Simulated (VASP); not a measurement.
# Rh (Fm-3m) in VASP: notebook, part 2 of 2

VASP 6.6.1. The steps go on from the part before.

**4. Single point, RPBE, collinear spin, ferromagnetic start (12.59 Å³/atom)**

This run uses another cell than the first one, of 12.59 Å³/atom.

The input, INCAR:

```
ALGO = Normal
EDIFF = 1E-6
ENCUT = 520
GGA = RP
ISIF = 2
ISMEAR = -1
ISPIN = 2
LASPH = True
LCHARG = True
LELF = True
LMAXMIX = 4
LORBIT = 11
LREAL = False
LVHAR = True
LWAVE = False
MAGMOM = 1
NBANDS = 18
NELM = 150
PREC = Accurate
SIGMA = 0.05
```

The input, KPOINTS:

```
k-points
0
Gamma
  23 23 23
```

The input, POSCAR:

```
Rh
1.0
    0.0000000000      1.8466306187      1.8466306187
    1.8466306187      0.0000000000      1.8466306187
    1.8466306187      1.8466306187      0.0000000000
Rh
1
Direct
    0.0000000000      0.0000000000      0.0000000000
```

Potentials or basis: VASP PAW PBE potentials, release 64 (Rh_pv).

Launch:

```bash
> cat potpaw_PBE.64/Rh_pv/POTCAR > POTCAR
> mpirun -np 1 vasp_std > vasp.out
```

OUTCAR:

```text
EDIFF = 1E-6
   ENCUT = 520
   GGA = RP
   ISIF = 2
   ISMEAR = -1
   ISPIN = 2
   LASPH = True
   LORBIT = 11
   LREAL = False
   NELM = 150
   PREC = Accurate

 ion  position               nearest neighbor table
   1  0.000  0.000  0.000-

  LATTYP: Found a face centered cubic cell.
 ALAT       =     3.6932612374

  Lattice vectors:

 A1 = (   0.0000000000,   1.8466306187,   1.8466306187)
 A2 = (   1.8466306187,   0.0000000000,   1.8466306187)
 A3 = (   1.8466306187,   1.8466306187,   0.0000000000)

Analysis of symmetry for initial positions (statically):
=====================================================================
 Subroutine PRICEL returns:
 Original cell was already a primitive cell.

 Routine SETGRP: Setting up the symmetry group for a
 face centered cubic supercell.

 Subroutine GETGRP returns: Found 48 space group operations
 (whereof 48 operations were pure point group operations)
 out of a pool of 48 trial point group operations.

The static configuration has the point symmetry O_h .

Analysis of symmetry for dynamics (positions and initial velocities):
=====================================================================
 Subroutine PRICEL returns:
 Original cell was already a primitive cell.

 Routine SETGRP: Setting up the symmetry group for a
 face centered cubic supercell.

 Subroutine GETGRP returns: Found 48 space group operations
 (whereof 48 operations were pure point group operations)
 out of a pool of 48 trial point group operations.

The dynamic configuration has the point symmetry O_h .

Analysis of structural, dynamic, and magnetic symmetry:
=====================================================================
 Subroutine PRICEL returns:
 Original cell was already a primitive cell.

 Routine SETGRP: Setting up the symmetry group for a
 face centered cubic supercell.

 Subroutine GETGRP returns: Found 48 space group operations
 (whereof 48 operations were pure point group operations)
 out of a pool of 48 trial point group operations.

The overall configuration has the point symmetry O_h .

 Subroutine INISYM returns: Found 48 space group operations
 (whereof 48 operations are pure point group operations),
 and found     1 'primitive' translations

----------------------------------------------------------------------------------------

                                     Primitive cell

  volume of cell :      12.5942

  direct lattice vectors                    reciprocal lattice vectors
     0.000000000  1.846630619  1.846630619    -0.270763408  0.270763408  0.270763408
     1.846630619  0.000000000  1.846630619     0.270763408 -0.270763408  0.270763408
     1.846630619  1.846630619  0.000000000     0.270763408  0.270763408 -0.270763408

  length of vectors
     2.611530066  2.611530066  2.611530066     0.468975980  0.468975980  0.468975980

  position of ions in fractional coordinates (direct lattice)
     0.000000000  0.000000000  0.000000000

  ion indices of the primitive-cell ions
   primitive index   ion index
                 1           1

----------------------------------------------------------------------------------------

 KPOINTS: k-points

Automatic generation of k-mesh.
 Grid dimensions read from file:
 generate k-points for:   23   23   23

 Generating k-lattice:

[... 47 lines left out ...]
   dimension x,y,z NGXF=    40 NGYF=   40 NGZF=   40
   ions per type =               1
   NGX,Y,Z   is equivalent  to a cutoff of  12.73, 12.73, 12.73 a.u.
   NGXF,Y,Z  is equivalent  to a cutoff of  25.46, 25.46, 25.46 a.u.
 SYSTEM =  unknown system
   PREC   = accura    normal or accurate (medium, high low for compatibility)
   ISTART =      0    job   : 0-new  1-cont  2-samecut
   ICHARG =      2    charge: 1-file 2-atom 10-const
   ISPIN  =      2    spin polarized calculation?
   LNONCOLLINEAR =      F non collinear calculations
   LSORBIT =      F    spin-orbit coupling
   LASPH  =      T    aspherical Exc in radial PAW
   ENCUT  =  520.0 eV  38.22 Ry    6.18 a.u.   4.86  4.86  4.86*2*pi/ulx,y,z
   NELM   =    150;   NELMIN=  2; NELMDL= -5     # of ELM steps
   EDIFF  = 0.1E-05   stopping-criterion for ELM
   LREAL  =      F    real-space projection
   EDIFFG = 0.1E-04   stopping-criterion for IOM
   NSW    =      0    number of steps for IOM
   IBRION =     -1    ionic relax: 0-MD 1-quasi-New 2-CG
   NFREE  =      0    steps in history (QN), initial steepest desc. (CG)
   ISIF   =      2    stress and relaxation
   ISYM   =      2    0-nonsym 1-usesym 2-fastsym
   POTIM  = 0.5000    time-step for ionic-motion
   TEBEG  =    0.0;   TEEND  =   0.0 temperature during run
   PSTRESS=    0.0 pullay stress
   NELECT =      15.0000    total number of electrons
   NUPDOWN=      -1.0000    fix difference up-down
   EMIN   =  10.00;   EMAX   =-10.00  energy-range for DOS
   EFERMI =   0.00;   METHOD = LEGACY
   ISMEAR =    -1;   SIGMA  =   0.05  broadening in eV -4-tet -1-fermi 0-gaus
   EFERMI_NEDOS =   21; number of points for ismear=-14 and -15
   IALGO  =     38    algorithm
   IMIX   =      4    mixing-type and parameters
     AMIX     =   0.40;   BMIX     =  1.00
     AMIX_MAG =   1.60;   BMIX_MAG =  1.00
  volume/ion in A,a.u.               =      12.59        84.99
  Fermi-wavevector in a.u.,A,eV,Ry     =   1.735329  3.279297 40.972144  3.011368
  Thomas-Fermi vector in A             =   2.808955
   LORBIT       =     11    0 simple, 1 ext, 2 COOP (PROOUT), +10 PAW based schemes
   GGA     = RP    functional components
   LHFCALC =     F    Hartree Fock is set to
   AEXX    =    0.0000 exact exchange contribution
   IVDW    =     0    specifies the selected vdW correction
   LEPSILON=     F    determine dielectric tensor
   LRPA    =     F    only Hartree local field effects (RPA)
 spin polarized calculation
  energy-cutoff  :      520.00
  volume of cell :       12.59
 maximum number of plane-waves:       350
   NGX =  9   NGY =  9   NGZ =  9

 number of electron      14.9999994 magnetization      -0.0003437

 number of electron      14.9999994 magnetization       0.0006439

 Free energy of the ion-electron system (eV)
  ---------------------------------------------------
  ext. energy  EPLUGINS =         0.00000000
  ---------------------------------------------------
  free energy    TOTEN  =        -6.42001257 eV

  energy without entropy =       -6.41091199  energy(sigma->0) =       -6.41546228

 E-fermi :  13.6621     XC(G=0): -14.5148

 val. band max:       13.6615552147   @ k =  -0.4783   0.3913   0.0000
 cond. band min:      13.6628092788   @ k =   0.3043   0.3043   0.0000
 fundamental gap:      0.0012540641
 Fermi energy:        13.6620755071

 spin component 1

 k-point     1 :       0.0000    0.0000    0.0000
  band No.  band energies     occupation
      1     -32.8694      1.00000
      2     -32.8694      1.00000
      3     -32.8694      1.00000
      4       5.0897      1.00000
      5      10.1495      1.00000
      6      10.1495      1.00000
[... 493 lines left out ...]
     17      47.7483      0.00000
     18      53.7175      0.00000

 [... further k-points ...]

 spin component 2

 k-point     1 :       0.0000    0.0000    0.0000
  band No.  band energies     occupation
      1     -32.8687      1.00000
      2     -32.8687      1.00000
      3     -32.8686      1.00000
      4       5.0898      1.00000
      5      10.1499      1.00000
      6      10.1499      1.00000
[... 493 lines left out ...]
     17      47.7483      0.00000
     18      53.7175      0.00000

 [... further k-points ...]

------------------------ aborting loop because EDIFF is reached ----------------------------------------

  FORCE on cell =-STRESS in cart. coord.  units (eV):
  Direction    XX          YY          ZZ          XY          YZ          ZX
  --------------------------------------------------------------------------------------
  -------------------------------------------------------------------------------------
  Total        3.3398839      3.3398839      3.3398839     -0.0000000      0.0000000      0.0000000
  in kB      424.8854454    424.8854454    424.8854454     -0.0000000      0.0000000      0.0000000
  external PRESSURE =     424.8854454 kB  Pullay stress =       0.0000000 kB

 VOLUME and BASIS-vectors are now :
 -----------------------------------------------------------------------------
  energy-cutoff  :      520.00
  volume of cell :       12.59
      direct lattice vectors                 reciprocal lattice vectors
     0.000000000  1.846630619  1.846630619    -0.270763408  0.270763408  0.270763408
     1.846630619  0.000000000  1.846630619     0.270763408 -0.270763408  0.270763408
     1.846630619  1.846630619  0.000000000     0.270763408  0.270763408 -0.270763408

 POSITION                                       TOTAL-FORCE (eV/Angst)
 -----------------------------------------------------------------------------------
      0.00000      0.00000      0.00000         0.000000      0.000000      0.000000
 -----------------------------------------------------------------------------------
    total drift:                                0.000000      0.000000      0.000000

  FREE ENERGIE OF THE ION-ELECTRON SYSTEM (eV)
  ---------------------------------------------------
  free  energy   TOTEN  =        -6.4200125664 eV

  energy  without entropy=       -6.4109119852  energy(sigma->0) =       -6.41546228

 total charge

# of ion       s       p       d       tot
------------------------------------------
    1        0.457   6.361   7.156  13.974

 magnetization (x)

# of ion       s       p       d       tot
------------------------------------------
    1        0.000  -0.000   0.000   0.000
```

It took 52 s on 1 thread of Intel Xeon 6975P-C (Granite Rapids), shared host; peak memory 0.23 GiB.

Results:

| Quantity | Value |
| --- | --- |
| Free energy | -6.4200 eV |
| Pressure | 42.5 GPa |
| Net moment | 0.00 μB per cell |
| Valence electrons inside the program's atomic spheres | Rh 13.97 |

Caveat: the cell stands under pressure; the PAW data sets were made with another functional, which shifts forces and pressure a little.

**5. Summary**

```csv
task,cell,k mesh,cutoff (eV),gap on the mesh (eV),pressure (GPa),moment (μB)
single point,"a = 2.725 Å, angles 60.0°, 1 atom",14 × 14 × 14,520,none,0.1,0.00
relaxation of cell and atoms,"relaxed from a = 2.689 Å, angles 60.0°, 1 atom",14 × 14 × 14,600,none,0.0,0.00
single point,"a = 2.612 Å, angles 60.0°, 1 atom",23 × 23 × 23,520,none,42.5,0.00
```

Alike in all rows: level RPBE; potentials or basis VASP PAW PBE potentials, release 64 (Rh_pv); spin collinear, ferromagnetic start; smearing fermi-dirac 0.05 eV.

Caveats: the PAW data sets were made with another functional, which shifts forces and pressure a little; the cell stands under pressure (at least some runs).

Total energies depend on the potentials used, so only differences within one code and one set of settings carry meaning.

The gap in the log of VASP goes by the Fermi energy; the results here count the filled bands.